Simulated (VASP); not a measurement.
# Sc12H (a cell with a defect) in VASP: a series of runs

Runs on Sc12H (a cell with a defect). Level: LDA. Tasks: single point.

Everything below comes from runs of VASP 6.6.1. Logs are shortened: lines on timing, memory, paths and dates and some standing lists are left out, and cuts for length are marked.

## (1) The cell of the first run

The cell holds a defect, 13 atoms: a = 6.620 Å, b = 9.930 Å, c = 5.276 Å, α = 90.00°, β = 90.00°, γ = 120.00°.

## (2) Single point, LDA

File INCAR:

```
PREC = Accurate
ENCUT = 520
EDIFF = 1E-6
ISMEAR = 0
SIGMA = 0.05
LREAL = F
LASPH = T
NELM = 80
ALGO = Normal
ISIF = 2
LWAVE = F
LCHARG = F
GGA = CA
NBANDS = 78
```

File KPOINTS:

```
regular mesh
0
Gamma
  3 2 3
```

File POSCAR:

```
Sc12H
1.0
    6.6200000000      0.0000000000      0.0000000000
   -4.9650000000      8.5996320000      0.0000000000
    0.0000000000      0.0000000000      5.2761400000
Sc H
12 1
Direct
   -0.0011294379      0.0001061673      0.0154692635
    0.1679918818      0.2254365071      0.4973910851
   -0.0018830055      0.3319209473     -0.0021676832
    0.1620757684      0.5533004203      0.4967950054
    0.0006142906      0.6684851166     -0.0033321709
    0.1663597202      0.8881495162      0.4971968143
    0.4986869524     -0.0004057150     -0.0030859682
    0.6643021532      0.2212060935      0.4985749051
    0.4982436434      0.3334579898     -0.0017598093
    0.6669792729      0.5566734716      0.4970804414
    0.4978532741      0.6662535095     -0.0044714507
    0.6624592741      0.8878586898      0.4966284064
   -0.0009681208      0.0010892327      0.4019828890
```

Potentials or basis: VASP PAW LDA potentials, release 64 (Sc_sv, H).

The run is started by

```
> cat potpaw_LDA.64/Sc_sv/POTCAR potpaw_LDA.64/H/POTCAR > POTCAR
> mpirun -np 1 vasp_std > vasp.out
```

OUTCAR:

```text
PREC = Accurate
   ENCUT = 520
   EDIFF = 1E-6
   ISMEAR = 0
   LREAL = F
   LASPH = T
   NELM = 80
   ISIF = 2
   GGA = CA

 ion  position               nearest neighbor table
   1  0.999  0.000  0.015-  13 2.04   6 3.19  12 3.19   2 3.20   3 3.30   5 3.30   9 3.31   7 3.31
                             7 3.31  11 3.32   6 3.34  12 3.35   2 3.35
   2  0.168  0.225  0.497-  13 1.99   1 3.20   3 3.24   9 3.24   3 3.25   9 3.25   4 3.28  10 3.30
                             8 3.31   8 3.31   6 3.34  12 3.35   1 3.35
   3  0.998  0.332  0.998-   2 3.24   2 3.25   4 3.25   8 3.26   4 3.26   8 3.26   1 3.30   7 3.30
                             9 3.30  11 3.31   9 3.32   5 3.33
   4  0.162  0.553  0.497-   3 3.25   3 3.26   5 3.26  11 3.26   5 3.26  11 3.27   2 3.28  10 3.29
                             8 3.30   6 3.31  12 3.32  10 3.33
   5  0.001  0.668  0.997-   6 3.24   6 3.25  10 3.26   4 3.26  10 3.26   4 3.26   7 3.29   1 3.30
                            11 3.30  11 3.32   9 3.33   3 3.33
   6  0.166  0.888  0.497-  13 1.99   1 3.19   5 3.24   5 3.25   7 3.25   7 3.26  12 3.29  10 3.30
                             8 3.30   4 3.31  12 3.33   1 3.34   2 3.34
   7  0.499  1.000  0.997-   8 3.25  12 3.25  12 3.25   6 3.25   6 3.26   8 3.26   5 3.29   3 3.30
                            11 3.31   1 3.31   1 3.31   9 3.32
   8  0.664  0.221  0.499-   7 3.25   3 3.26   9 3.26   7 3.26   3 3.26   9 3.26   4 3.30   6 3.30
                            12 3.30   2 3.31   2 3.31  10 3.32
   9  0.498  0.333  0.998-   2 3.24   2 3.25  10 3.26   8 3.26   8 3.26  10 3.27   3 3.30  11 3.31
                             1 3.31   7 3.32   3 3.32   5 3.33
  10  0.667  0.557  0.497-  11 3.25   5 3.26   9 3.26   5 3.26  11 3.26   9 3.27   4 3.29   2 3.30
                             6 3.30  12 3.30   8 3.32   4 3.33
  11  0.498  0.666  0.996-  12 3.25  10 3.25  12 3.26   4 3.26  10 3.26   4 3.27   5 3.30   9 3.31
                             7 3.31   3 3.31   5 3.32   1 3.32
  12  0.662  0.888  0.497-  13 1.99   1 3.19  11 3.25   7 3.25   7 3.25  11 3.26   6 3.29  10 3.30
                             8 3.30   4 3.32   6 3.33   1 3.35   2 3.35
  13  0.999  0.001  0.402-  12 1.99   2 1.99   6 1.99   1 2.04

  LATTYP: Found a simple monoclinic cell.
 ALAT       =     6.6200000000
 B/A-ratio  =     0.7970000000
 C/A-ratio  =     1.3228756170
 COS(beta)  =    -0.1889822420

  Lattice vectors:

 A1 = (   6.6200000000,   0.0000000000,   0.0000000000)
 A2 = (   0.0000000000,   0.0000000000,   5.2761400000)
 A3 = (  -1.6550000000,  -8.5996320000,   0.0000000000)

Analysis of symmetry for initial positions (statically):
=====================================================================
 Subroutine PRICEL returns:
 Original cell was already a primitive cell.

 Routine SETGRP: Setting up the symmetry group for a
 simple monoclinic supercell.

 Subroutine GETGRP returns: Found  1 space group operations
 (whereof  1 operations were pure point group operations)
 out of a pool of  4 trial point group operations.

The static configuration has the point symmetry C_1 .

Analysis of symmetry for dynamics (positions and initial velocities):
=====================================================================
 Subroutine PRICEL returns:
 Original cell was already a primitive cell.

 Routine SETGRP: Setting up the symmetry group for a
 simple monoclinic supercell.

 Subroutine GETGRP returns: Found  1 space group operations
 (whereof  1 operations were pure point group operations)
 out of a pool of  4 trial point group operations.

The dynamic configuration has the point symmetry C_1 .

 Subroutine INISYM returns: Found  1 space group operations
 (whereof  1 operations are pure point group operations),
 and found     1 'primitive' translations

----------------------------------------------------------------------------------------

                                     Primitive cell

  volume of cell :     300.3683

  direct lattice vectors                    reciprocal lattice vectors
     6.620000000  0.000000000  0.000000000     0.151057402  0.087213034  0.000000000
    -4.965000000  8.599632000  0.000000000     0.000000000  0.116284046  0.000000000
     0.000000000  0.000000000  5.276140000     0.000000000  0.000000000  0.189532499

  length of vectors
     6.620000000  9.929999775  5.276140000     0.174426065  0.116284046  0.189532499

  position of ions in fractional coordinates (direct lattice)
     0.998870562  0.000106167  0.015469264
[... 67 lines left out ...]
 -----------------------------------------------------------------------------

 Subroutine IBZKPT returns following result:
 ===========================================

 Found     10 irreducible k-points:

 Following reciprocal coordinates:
            Coordinates               Weight
  0.000000  0.000000  0.000000      1.000000
  0.333333  0.000000  0.000000      2.000000
  0.000000  0.500000  0.000000      1.000000
  0.333333  0.500000  0.000000      2.000000
  0.000000  0.000000  0.333333      2.000000
  0.333333  0.000000  0.333333      2.000000
 -0.333333 -0.000000  0.333333      2.000000
  0.000000  0.500000  0.333333      2.000000
  0.333333  0.500000  0.333333      2.000000
 -0.333333  0.500000  0.333333      2.000000
   k-points           NKPTS =     10   k-points in BZ     NKDIM =     10   number of bands    NBANDS=     78
   number of dos      NEDOS =    301   number of ions     NIONS =     13
   total plane-waves  NPLWV = 160000
   dimension x,y,z NGX =    50 NGY =   80 NGZ =   40
   dimension x,y,z NGXF=   100 NGYF=  160 NGZF=   80
   ions per type =              12   1
   NGX,Y,Z   is equivalent  to a cutoff of  12.56, 13.39, 12.60 a.u.
   NGXF,Y,Z  is equivalent  to a cutoff of  25.11, 26.79, 25.21 a.u.
 SYSTEM =  unknown system
   PREC   = accura    normal or accurate (medium, high low for compatibility)
   ISTART =      0    job   : 0-new  1-cont  2-samecut
   ICHARG =      2    charge: 1-file 2-atom 10-const
   ISPIN  =      1    spin polarized calculation?
   LNONCOLLINEAR =      F non collinear calculations
   LSORBIT =      F    spin-orbit coupling
   LASPH  =      T    aspherical Exc in radial PAW
   ENCUT  =  520.0 eV  38.22 Ry    6.18 a.u.  12.31 18.46  9.81*2*pi/ulx,y,z
   NELM   =     80;   NELMIN=  2; NELMDL= -5     # of ELM steps
   EDIFF  = 0.1E-05   stopping-criterion for ELM
   LREAL  =      F    real-space projection
   EDIFFG = 0.1E-04   stopping-criterion for IOM
   NSW    =      0    number of steps for IOM
   IBRION =     -1    ionic relax: 0-MD 1-quasi-New 2-CG
   NFREE  =      0    steps in history (QN), initial steepest desc. (CG)
   ISIF   =      2    stress and relaxation
   ISYM   =      2    0-nonsym 1-usesym 2-fastsym
   POTIM  = 0.5000    time-step for ionic-motion
   TEBEG  =    0.0;   TEEND  =   0.0 temperature during run
   PSTRESS=    0.0 pullay stress
   NELECT =     133.0000    total number of electrons
   NUPDOWN=      -1.0000    fix difference up-down
   EMIN   =  10.00;   EMAX   =-10.00  energy-range for DOS
   EFERMI =   0.00;   METHOD = LEGACY
   ISMEAR =     0;   SIGMA  =   0.05  broadening in eV -4-tet -1-fermi 0-gaus
   EFERMI_NEDOS =   21; number of points for ismear=-14 and -15
   IALGO  =     38    algorithm
   IMIX   =      4    mixing-type and parameters
     AMIX     =   0.40;   BMIX     =  1.00
     AMIX_MAG =   1.60;   BMIX_MAG =  1.00
  volume/ion in A,a.u.               =      23.11       155.92
  Fermi-wavevector in a.u.,A,eV,Ry     =   1.247788  2.357977 21.183915  1.556974
  Thomas-Fermi vector in A             =   2.381904
   LORBIT       =      0    0 simple, 1 ext, 2 COOP (PROOUT), +10 PAW based schemes
   GGA     = CA    functional components
   LHFCALC =     F    Hartree Fock is set to
   AEXX    =    0.0000 exact exchange contribution
   IVDW    =     0    specifies the selected vdW correction
   LEPSILON=     F    determine dielectric tensor
   LRPA    =     F    only Hartree local field effects (RPA)
 non-spin polarized calculation
 Gauss-broadening in eV      SIGMA  =   0.05
  energy-cutoff  :      520.00
  volume of cell :      300.37
 maximum number of plane-waves:      8103
 NGX is ok and might be reduce to    50
   NGX = 25   NGY = 37   NGZ = 19

 number of electron     133.0000005 magnetization

 Free energy of the ion-electron system (eV)
  ---------------------------------------------------
  ext. energy  EPLUGINS =         0.00000000
  ---------------------------------------------------
  free energy    TOTEN  =       -84.74632395 eV

  energy without entropy =      -84.71234024  energy(sigma->0) =      -84.72933209

 E-fermi :   3.4229     XC(G=0): -10.1199

 val. band max:        3.4213767286   @ k =   0.3333   0.5000   0.3333
 cond. band min:       3.4233814819   @ k =  -0.3333   0.5000   0.3333
 fundamental gap:      0.0020047533
 Fermi energy:         3.4229478065

 k-point     1 :       0.0000    0.0000    0.0000
  band No.  band energies     occupation
      1     -45.4337      2.00000
      2     -45.4012      2.00000
      3     -45.3783      2.00000
      4     -45.3678      2.00000
      5     -45.3567      2.00000
      6     -45.3562      2.00000
[... 799 lines left out ...]
     77       4.3454      0.00000
     78       4.4309      0.00000

------------------------ aborting loop because EDIFF is reached ----------------------------------------

  FORCE on cell =-STRESS in cart. coord.  units (eV):
  Direction    XX          YY          ZZ          XY          YZ          ZX
  --------------------------------------------------------------------------------------
  -------------------------------------------------------------------------------------
  Total       -8.7722867     -8.7513637    -11.3998797      0.0029094     -0.0443815     -0.0066884
  in kB      -46.7917438    -46.6801396    -60.8074350      0.0155188     -0.2367329     -0.0356760
  external PRESSURE =     -51.4264395 kB  Pullay stress =       0.0000000 kB

 VOLUME and BASIS-vectors are now :
 -----------------------------------------------------------------------------
  energy-cutoff  :      520.00
  volume of cell :      300.37
      direct lattice vectors                 reciprocal lattice vectors
     6.620000000  0.000000000  0.000000000     0.151057402  0.087213034  0.000000000
    -4.965000000  8.599632000  0.000000000     0.000000000  0.116284046  0.000000000
     0.000000000  0.000000000  5.276140000     0.000000000  0.000000000  0.189532499

 POSITION                                       TOTAL-FORCE (eV/Angst)
 -----------------------------------------------------------------------------------
      6.61200      0.00091      0.08162        -0.001726     -0.000731     -0.015464
     -0.00719      1.93867      2.62430        -0.002446      0.009837      0.003663
      4.95955      2.85440      5.26470        -0.004771      0.002980      0.000970
     -1.67419      4.75818      2.62116        -0.003906      0.002537     -0.002743
     -3.31496      5.74873      5.25856         0.001965     -0.010248      0.004248
     -3.30836      7.63776      2.62328         0.006530     -0.004584      0.004134
     -1.66168      8.59614      5.25986         0.001743      0.001464      0.004292
      3.29939      1.90229      2.63055        -0.000363     -0.000422     -0.001417
      1.64275      2.86762      5.26685         0.005155      0.003740      0.001432
      1.65152      4.78719      2.62267         0.000203      0.003468     -0.001244
     -0.01216      5.72954      5.25255         0.000727      0.000114      0.000738
     -0.02274      7.63526      2.62028        -0.008619     -0.006292     -0.000749
      6.60818      0.00937      2.12092         0.005508     -0.001862      0.002139
 -----------------------------------------------------------------------------------
    total drift:                               -0.000527     -0.000207      0.001689

  FREE ENERGIE OF THE ION-ELECTRON SYSTEM (eV)
  ---------------------------------------------------
  free  energy   TOTEN  =       -84.7463239477 eV

  energy  without entropy=      -84.7123402405  energy(sigma->0) =      -84.72933209
```

Wall time 5.4 min (1 thread of Intel Xeon Platinum 8488C (Sapphire Rapids), shared host); peak memory 0.37 GiB.

Results:

```yaml
Free_energy: -84.7463 eV
Pressure: -5.1 GPa
Largest_force: 0.016 eV/Å
Band_gap_on_the_k_mesh: zero (an odd number of electrons rules out a gap without spin polarisation)
```

Forces on the atoms (eV/Å):
```
Sc  -0.002 -0.001 -0.015
Sc  -0.002  0.010  0.004
Sc  -0.005  0.003  0.001
Sc  -0.004  0.003 -0.003
Sc   0.002 -0.010  0.004
Sc   0.007 -0.005  0.004
Sc   0.002  0.001  0.004
Sc   0.000  0.000 -0.001
Sc   0.005  0.004  0.001
Sc   0.000  0.003 -0.001
Sc   0.001  0.000  0.001
Sc  -0.009 -0.006 -0.001
H    0.006 -0.002  0.002
```

Stress tensor (GPa, compression positive):
```
-4.68  0.00  0.00
 0.00 -4.67 -0.02
 0.00 -0.02 -6.08
```

Caveat: the k points lie up to 0.40 Å⁻¹ apart, too coarse for converged energies and pressures of a metal.

## (3) Single point, LDA

File INCAR:

```
PREC     = Accurate       # precision mode
ENCUT    = 520            # plane-wave cutoff, eV
EDIFF    = 1E-6           # SCF threshold, eV
ISMEAR   = 0              # smearing method
SIGMA    = 0.05           # smearing width, eV
LREAL    = False          # projectors in reciprocal space
LASPH    = True           # aspherical terms in the spheres
NELM     = 80             # most SCF steps
ALGO     = Normal         # electronic algorithm
ISIF     = 2              # what is computed and relaxed
LWAVE    = False          # write WAVECAR
LCHARG   = False          # write CHGCAR
NBANDS   = 78             # bands
```

KPOINTS is that of step 2.

File POSCAR:

```
Sc12H
1.0
    6.6200000000      0.0000000000      0.0000000000
   -4.9650000000      8.5996320000      0.0000000000
    0.0000000000      0.0000000000      5.2761400000
Sc H
12 1
Direct
   -0.0004973727     -0.0001129118      0.0115279352
    0.1714467304      0.2289702629      0.4992994879
   -0.0010386280      0.3317875695     -0.0012221056
    0.1619008854      0.5527784212      0.4983414011
    0.0015287410      0.6684139507     -0.0014059521
    0.1688732395      0.8867145710      0.4995568730
    0.4995758552     -0.0005214177     -0.0010456508
    0.6654805318      0.2214419175      0.4988370286
    0.4993550943      0.3336561378     -0.0010786295
    0.6687163127      0.5573675711      0.4984374941
    0.4984826797      0.6662357180     -0.0018032122
    0.6596002645      0.8863957202      0.4993195783
    0.0003919508      0.0015344843      0.4686187251
```

Potentials or basis: VASP PAW LDA potentials, release 64 (Sc_sv, H).

The run is started by

```
> cat potpaw_LDA.64/Sc_sv/POTCAR potpaw_LDA.64/H/POTCAR > POTCAR
> mpirun -np 1 vasp_std > vasp.out
```

Wall time 4.8 min (1 thread of Intel Xeon Platinum 8488C (Sapphire Rapids), shared host); peak memory 0.38 GiB.

Results (log left out):

| Quantity | Value |
| --- | --- |
| Free energy | -84.6585 eV |
| Pressure | -5.2 GPa |
| Largest force | 0.267 eV/Å |
| Band gap on the k mesh | zero (an odd number of electrons rules out a gap without spin polarisation) |

Forces on the atoms (eV/Å):
```
Sc   0.001  0.004  0.120
Sc  -0.001  0.006  0.032
Sc   0.007  0.000  0.007
Sc  -0.003 -0.001  0.002
Sc   0.006  0.011  0.007
Sc   0.008 -0.012  0.035
Sc   0.000 -0.013  0.010
Sc   0.001  0.001  0.003
Sc  -0.008  0.002  0.011
Sc   0.001 -0.001  0.004
Sc  -0.005  0.003  0.002
Sc  -0.009 -0.006  0.033
H    0.000  0.006 -0.267
```

Stress tensor (GPa, compression positive):
```
-4.40 -0.01  0.00
-0.01 -4.35 -0.02
 0.00 -0.02 -6.93
```

Levels at points of the mesh, in eV from the Fermi level:
```tsv
k point	band 64	band 65	band 66	band 67	band 68	band 69
(0.00, 0.00, 0.00)	-0.53	-0.47	-0.42	-0.27	-0.26	0.01
(0.00, 0.50, 0.00)	-0.56	-0.48	-0.27	-0.26	-0.25	0.01
```

Caveat: the k points lie up to 0.40 Å⁻¹ apart, too coarse for converged energies and pressures of a metal.

## (4) Single point, LDA

File INCAR:

```
SYSTEM = Sc12H
PREC = Accurate
ENCUT = 520
EDIFF = 1E-7
ISMEAR = 0
SIGMA = 0.05
LREAL = .False.
LASPH = .True.
NELM = 100
ALGO = Normal
ISIF = 2
LWAVE = .False.
LCHARG = .False.
NBANDS = 78
```

File KPOINTS:

```
Automatic mesh
0
Gamma
  3 2 3
  0 0 0
```

File POSCAR:

```
Sc12H
1.0
    6.6200000000      0.0000000000      0.0000000000
   -4.9650000000      8.5996320000      0.0000000000
    0.0000000000      0.0000000000      5.2761400000
Sc H
12 1
Direct
   -0.0008671673     -0.0000716310      0.0189773205
    0.1702895978      0.2279897558      0.4982456872
   -0.0014986390      0.3318074541     -0.0025277949
    0.1617049973      0.5529117990      0.4965647235
    0.0010658584      0.6683579018     -0.0029487466
    0.1679750561      0.8870881917      0.4987170545
    0.4991385912     -0.0005096730     -0.0022565739
    0.6648675697      0.2213054000      0.4976683712
    0.4988595291      0.3336070660     -0.0022209418
    0.6680395927      0.5572098899      0.4967705557
    0.4980898758      0.6662314155     -0.0038183217
    0.6601813091      0.8867873649      0.4981827624
   -0.0001449802      0.0013819196      0.4354886337
```

The run is started by

```
> cat potpaw_LDA.64/Sc_sv/POTCAR potpaw_LDA.64/H/POTCAR > POTCAR
> mpirun -np 1 vasp_std > vasp.out
```

It took 5.3 min on 1 thread of Intel Xeon Platinum 8488C (Sapphire Rapids), shared host; peak memory 0.38 GiB.

Results (log left out):

| Item | Value |
| --- | --- |
| Free energy | -84.7170 eV |
| Pressure | -5.2 GPa |
| Largest force | 0.301 eV/Å |
| Band gap on the k mesh | zero (an odd number of electrons rules out a gap without spin polarisation) |

Forces on the atoms (eV/Å):
```
Sc   0.001  0.004  0.096
Sc   0.000 -0.001  0.043
Sc   0.005  0.000  0.011
Sc   0.000  0.001  0.005
Sc   0.004  0.008  0.011
Sc   0.003 -0.006  0.046
Sc   0.001 -0.008  0.014
Sc  -0.001 -0.002  0.005
Sc  -0.006  0.001  0.015
Sc  -0.001 -0.001  0.006
Sc  -0.003  0.003  0.004
Sc  -0.003 -0.002  0.044
H    0.000  0.002 -0.301
```

Stress tensor (GPa, compression positive):
```
-4.51  0.00  0.00
 0.00 -4.49 -0.03
 0.00 -0.03 -6.56
```

Levels at points of the mesh, in eV from the Fermi level:
| k point | band 62 | band 63 | band 64 | band 65 | band 66 | band 67 | band 68 | band 69 | band 70 | band 71 |
| --- | --- | --- | --- | --- | --- | --- | --- | --- | --- | --- |
| (0.00, 0.00, 0.00) | -0.57 | -0.56 | -0.53 | -0.47 | -0.41 | -0.27 | -0.26 | 0.01 | 0.11 | 0.43 |
| (0.00, 0.50, 0.00) | -0.61 | -0.58 | -0.56 | -0.48 | -0.27 | -0.26 | -0.25 | 0.00 | 0.08 | 0.79 |

Caveat: the k points lie up to 0.40 Å⁻¹ apart, too coarse for converged energies and pressures of a metal.

## (5) Summary

```tsv
cell	gap on the mesh (eV)	pressure (GPa)	largest force (eV/Å)
as given, atomic positions A	none	-5.1	0.02
as given, atomic positions B	none	-5.2	0.27
as given, atomic positions C	none	-5.2	0.30
```

Alike in all rows: task single point; level LDA; potentials or basis VASP PAW LDA potentials, release 64 (Sc_sv, H); no spin polarisation; k mesh 3 × 2 × 3; cutoff (eV) 520; smearing gaussian 0.05 eV.

Caveats: all runs use coarse meshes.

Absolute energies hang on the potentials; compare differences alone.
